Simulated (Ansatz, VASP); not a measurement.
One calculation of PbF2, two programs

The input POSCAR:

```
PbF2
1.0
    0.0000000000      3.0186680351      3.0186680351
    3.0186680351      0.0000000000      3.0186680351
    3.0186680351      3.0186680351      0.0000000000
Pb F
1 2
Direct
    0.0000000000      0.0000000000      0.0000000000
    0.2500000000      0.2500000000      0.2500000000
    0.7500000000      0.7500000000      0.7500000000
```

The input INCAR.step1:

```
SYSTEM = PbF2
  PREC = Accurate
  ENCUT = 520
  ISMEAR = 0
  SIGMA = 0.02
  LREAL = .FALSE.
  LASPH = .TRUE.
  NELM = 100
  NBANDS = 21
  GGA = PE
  ALGO = Normal
  EDIFF = 1E-4
  LWAVE = .TRUE.
  LCHARG = .FALSE.
```

File INCAR.step2:

```
SYSTEM = PbF2
  PREC = Accurate
  ENCUT = 520
  EDIFF = 1E-6
  ISMEAR = 0
  SIGMA = 0.02
  LREAL = .FALSE.
  LASPH = .TRUE.
  NELM = 100
  ALGO = Normal
  ISIF = 2
  LWAVE = .FALSE.
  LCHARG = .FALSE.
  METAGGA = R2SCAN
  LMIXTAU = .TRUE.
  NBANDS = 21
  ISTART = 1
```

The input KPOINTS:

```
regular mesh
0
G
  8 8 8
  0 0 0
```

Input for Ansatz:

```yaml
crystal:
  lattice:
    - [0.0, 3.0186680351, 3.0186680351]
    - [3.0186680351, 0.0, 3.0186680351]
    - [3.0186680351, 3.0186680351, 0.0]
  atoms:
    - { symbol: Pb, position: [0.0, 0.0, 0.0] }
    - { symbol: F, position: [0.25, 0.25, 0.25] }
    - { symbol: F, position: [0.75, 0.75, 0.75] }
basis:
  ecutwfc: 500
kpoints:
  mp_grid: { grid: [8, 8, 8] }
hamiltonian:
  xc: r2scan
scf:
  occupations: { method: gaussian, width: 0.02 }
output:
  forces: true
  stress: true
  eigenvalues: true
```

Alike in both runs: task single point; functional r2SCAN; k mesh 8 × 8 × 8; occupations gaussian, width 0.02 eV; no spin polarisation.

```csv
,VASP,Ansatz
version,VASP 6.6.1,Ansatz 0.2.0
potentials or method,"VASP PAW PBE potentials, release 64 (Pb_d, F), cutoff 520 eV","scalar-relativistic, plane waves, PAW"
valence electrons in the cell,28,28
```

```tsv
	VASP	Ansatz	Ansatz less VASP
gap on the k mesh at the Fermi level (eV)	4.94	4.94	0.000
least direct gap on the mesh (eV)	5.08	5.08	-0.001
pressure (GPa)	-4.0	-3.9	+0.11
```

VASP's potentials were made for PBE, not for r2SCAN. With one functional, cell and mesh, what is left measures potentials, basis and numerics.

Spin-orbit coupling is off throughout.
